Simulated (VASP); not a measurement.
A run of VASP 6.6.1 is set up as follows.

INCAR

```
ALGO     = Normal         # electronic algorithm
EDIFF    = 1E-6           # SCF threshold, eV
EDIFFG   = -0.04          # ionic threshold
ENCUT    = 600            # plane-wave cutoff, eV
GGA      = PE             # functional
IBRION   = 2              # ionic algorithm
ISIF     = 3              # what is computed and relaxed
ISMEAR   = 0              # smearing method
LASPH    = True           # aspherical terms in the spheres
LCHARG   = False          # write CHGCAR
LREAL    = False          # projectors in reciprocal space
LWAVE    = False          # write WAVECAR
NELM     = 80             # most SCF steps
NSW      = 90             # ionic steps
PREC     = Accurate       # precision mode
SIGMA    = 0.1            # smearing width, eV
```

Contents of KPOINTS:

```
k-points
0
Gamma
  8 8 8
```

File POSCAR:

```
B
1.0
   -1.4954918200      1.7447132200      2.5953845100
    1.4954918200     -1.7447132200      2.5953845100
    1.4954918200      1.7447132200     -2.5953845100
B
3
Direct
    0.5000000000      0.0000000000      0.5000000000
    0.0000000000      0.0000000000      0.0000000000
    0.5000000000      0.5000000000      0.0000000000
```

Potentials or basis: VASP PAW PBE potentials, release 64 (B).

Run with:

```sh
$ cat potpaw_PBE.64/B/POTCAR > POTCAR
$ mpirun -np 1 vasp_std > vasp.out
```

(1) Predict the relaxed volume.

(2) Estimate the band gap on the k mesh.

(3) Predict the relaxed cell.

## Answers

(1) 12.20 Å³/atom.

(2) zero (an odd number of electrons rules out a gap without spin polarisation).

(3) a = 4.397 Å, b = 4.397 Å, c = 4.397 Å, α = 138.72°, β = 138.76°, γ = 59.77°.

Caveat: the volume moved by over 15 % at a fixed basis, so the end points are rough.
